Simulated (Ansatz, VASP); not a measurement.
## One calculation of Ga2O3, two programs

File INCAR:

```
  ALGO = Normal
  EDIFF = 1E-6
  ENCUT = 520
  GGA = PE
  ISIF = 2
  ISMEAR = -1
  LASPH = True
  LCHARG = False
  LREAL = False
  LWAVE = False
  NBANDS = 55
  NELM = 100
  PREC = Accurate
  SIGMA = 0.02
```

File KPOINTS:

```
k-points
0
Gamma
  6 6 6
```

POSCAR

```
Ga2O3
1.0
    2.4922597440      1.4389068341      4.5702569001
   -2.4922597440      1.4389068341      4.5702569001
    0.0000000000     -2.8778136682      4.5702569001
Ga O
4 6
Direct
    0.8547071175      0.8547071175      0.8547071175
    0.3547071175      0.3547071175      0.3547071175
    0.1452928825      0.1452928825      0.1452928825
    0.6452928825      0.6452928825      0.6452928825
    0.4460658864      0.0539341136      0.7500000000
    0.0539341136      0.7500000000      0.4460658864
    0.5539341136      0.9460658864      0.2500000000
    0.2500000000      0.5539341136      0.9460658864
    0.9460658864      0.2500000000      0.5539341136
    0.7500000000      0.4460658864      0.0539341136
```

Input for Ansatz:

```yaml
crystal:
  lattice:
    - [2.492259744, 1.4389068341, 4.5702569001]
    - [-2.492259744, 1.4389068341, 4.5702569001]
    - [0.0, -2.8778136682, 4.5702569001]
  atoms:
    - { symbol: Ga, position: [0.8547071175, 0.8547071175, 0.8547071175] }
    - { symbol: Ga, position: [0.3547071175, 0.3547071175, 0.3547071175] }
    - { symbol: Ga, position: [0.1452928825, 0.1452928825, 0.1452928825] }
    - { symbol: Ga, position: [0.6452928825, 0.6452928825, 0.6452928825] }
    - { symbol: O, position: [0.4460658864, 0.0539341136, 0.75] }
    - { symbol: O, position: [0.0539341136, 0.75, 0.4460658864] }
    - { symbol: O, position: [0.5539341136, 0.9460658864, 0.25] }
    - { symbol: O, position: [0.25, 0.5539341136, 0.9460658864] }
    - { symbol: O, position: [0.9460658864, 0.25, 0.5539341136] }
    - { symbol: O, position: [0.75, 0.4460658864, 0.0539341136] }
kpoints:
  mp_grid: { grid: [6, 6, 6] }
  band_path:
    path:
      - [0.0, 0.0, 0.0]
      - [0.5, 0.5, 0.5]
      - [0.764580087, 0.235419913, 0.5]
      - [0.5, -0.235419913, 0.235419913]
      - [0.5, 0.0, 0.0]
      - [0.3677099565, -0.3677099565, 0.0]
      - [0.6322900435, 0.0, 0.3677099565]
      - [0.5, 0.0, 0.5]
      - [0.0, 0.161458, -0.161458]
    npoints: 1
hamiltonian:
  xc: pbe
scf:
  occupations: { method: fermi_dirac, width: 0.02 }
  n_extra_bands: 6
output:
  forces: true
  stress: true
  eigenvalues: true
```

Change from the starting cell: uniaxial_z strain +2.0%.

Alike in both runs: task single point; functional PBE; k mesh 6 × 6 × 6; occupations fermi-dirac, width 0.02 eV; no spin polarisation.

|  | VASP | Ansatz |
| --- | --- | --- |
| version | VASP 6.6.1 | Ansatz 0.2.0 |
| potentials or method | VASP PAW PBE potentials, release 64 (Ga_d, O) | plane waves, PAW |
| plane-wave cutoff (eV) | 520 | 420 |
| valence electrons in the cell | 88 | 88 |

VASP gave:

```
gap on the k mesh at the Fermi level (eV)                     : 2.64
pressure (GPa)                                                : 6.2
traceless stress, the component that is largest in VASP (GPa) : -3.69
rms of the force components (eV/Å)                            : 0.023
```

What did Ansatz give for the same quantities?

gap on the k mesh at the Fermi level (eV): 2.65; pressure (GPa): 5.2; traceless stress, the component that is largest in VASP (GPa): -3.63; rms of the force components (eV/Å): 0.019.

Atom by atom the forces differ by 0.005 eV/Å (rms over components).
